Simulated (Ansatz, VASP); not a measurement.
# Se: VASP beside Ansatz

```
CELL_PARAMETERS angstrom
-1.76004 1.76004 1.76004
1.76004 -1.76004 1.76004
1.76004 1.76004 -1.76004
ATOMIC_POSITIONS crystal
Se 0.00000 0.00000 0.00000
```

Alike in both runs: task relaxation of cell and atoms; functional LDA; k mesh 13 × 13 × 13; occupations fermi-dirac, width 0.1 eV; no spin polarisation.

|  | VASP | Ansatz |
| --- | --- | --- |
| version | VASP 6.6.1 | Ansatz 0.2.0 |
| potentials or method | VASP PAW LDA potentials, release 64 (Se), cutoff 600 eV | plane waves (420 eV) with PAW, scalar-relativistic |
| valence electrons in the cell | 6 | 16 |

```csv
,VASP,Ansatz,Ansatz less VASP
relaxed volume (Å³/atom),18.95,18.91,-0.033
relaxed length of the cell vector where the two differ most in proportion (Å),2.909,2.907,-0.0017
```

Ansatz warns that its potentials were made for another functional, while VASP's fit it. LDA's correlation is that of Perdew and Zunger in VASP and of Perdew and Wang (1992) in Ansatz. VASP's potentials hold 6 valence electrons a cell and Ansatz's 16, so a difference there can come from the potentials and not from the codes.
